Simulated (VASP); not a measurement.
Write the native input for VASP 6.6.1 that does the following.

| Item | Value |
| --- | --- |
| Task | single point |
| Functional | BLYP |
| Potentials or basis | VASP PAW PBE potentials, release 64 (Bi_d) |
| Cutoff | 520 eV |
| k mesh | 12 × 12 × 12 |
| Occupations | fermi-dirac, width 0.1 eV |
| Spin | no spin polarisation |
| Dipole correction | no |
| Further INCAR settings | ALGO = Normal; EDIFF = 1e-06; NBANDS = 14 |

The structure of Bi lies in POSCAR:

```
Bi
1.0
   -2.1267766348      2.1267766348      2.1267766348
    2.1267766348     -2.1267766348      2.1267766348
    2.1267766348      2.1267766348     -2.1267766348
Bi
1
Direct
    0.0000000000      0.0000000000      0.0000000000
```

This cell differs from its parent crystal: volume scaled by 1.12.

One way to write it, as run:

INCAR

```
PREC = Accurate
ENCUT = 520
EDIFF = 1E-6
ISMEAR = -1
SIGMA = 0.1
LREAL = False
LASPH = True
NELM = 100
ALGO = Normal
ISIF = 2
LWAVE = False
LCHARG = False
GGA = B5
ALDAX = 1.0
AGGAX = 1.0
AGGAC = 1.0
ALDAC = 0.0
NBANDS = 14
```

KPOINTS

```
regular mesh
0
Gamma
  12 12 12
```

Potentials or basis: VASP PAW PBE potentials, release 64 (Bi_d).

Command:

```sh
$ cat potpaw_PBE.64/Bi_d/POTCAR > POTCAR
$ mpirun -np 1 vasp_std > vasp.out
```

It gave:

```yaml
Pressure: -3.6 GPa
```

Caveat: the PAW data sets were made with another functional, which shifts forces and pressure a little.

Wall time 35 s on 1 thread of AMD EPYC 7R43 64-Core Processor (Zen 3) (shared host), peak memory 0.14 GiB.
